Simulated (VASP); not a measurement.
The system is SnSe2.

```xyz
3
Lattice="3.8200 0.0000 0.0000 -1.9100 3.3082 0.0000 0.0000 0.0000 6.1120" Properties=species:S:1:pos:R:3 pbc="T T T"
Sn    0.0000    0.0000    0.0000
Se    0.0000    2.2055    1.5280
Se    1.9100    1.1027    4.5840
```

| Item | Value |
| --- | --- |
| Program | VASP 6.6.1 |
| Task | relaxation of cell and atoms |
| Functional | PBE |
| Potentials or basis | VASP PAW PBE potentials, release 64 (Sn_d, Se) |
| Cutoff | 600 eV |
| k mesh | 7 × 7 × 4 |
| Occupations | methfessel-paxton, width 0.02 eV |
| Spin | no spin polarisation |

At the start: pressure 5.3 GPa; volume 25.75 Å³/atom.

Where does the relaxation end?

Over 17 steps the energy falls by 38.9 meV/atom and the volume is 30.01 Å³/atom (+16.5 %); space group P-3m1 (No. 164, to 0.1 Å) before and after.

Step by step:
```tsv
step	energy change (eV)	largest force (eV/Å)	pressure (GPa)	volume (Å³)
1	0.0000	0.7585	5.31	77.24
2	-0.0395	0.5959	-3.15	87.17
3	-0.0985	0.0653	-0.01	82.56
4	-0.0985	0.0510	0.07	82.45
5	-0.0999	0.0667	0.09	82.53
6	-0.1024	0.1156	0.17	82.76
7	-0.1039	0.1072	0.13	83.08
8	-0.1076	0.0813	0.00	84.07
9	-0.1118	0.0277	-0.18	86.05
10	-0.1096	0.0900	-0.36	90.07
11	-0.1125	0.0262	-0.23	87.54
12	-0.1136	0.0347	-0.14	87.77
13	-0.1155	0.0636	0.15	88.46
14	-0.1135	0.1338	0.80	89.79
15	-0.1156	0.0893	0.35	88.85
16	-0.1168	0.0045	0.06	89.89
17	-0.1168	0.0067	0.03	90.02
```

Final structure:
```
CELL_PARAMETERS angstrom
3.87251 0.00000 0.00000
-1.93626 3.35370 0.00000
0.00000 0.00000 6.93156
ATOMIC_POSITIONS crystal
Sn 0.00000 0.00000 0.00000
Se 0.33333 0.66667 0.23025
Se 0.66667 0.33333 0.76975
```

Caveat: the volume moved by over 15 % at a fixed basis, so the end points are rough; this functional lacks dispersion, which binds the layers, so the pressure and a relaxed spacing across them are unreliable.
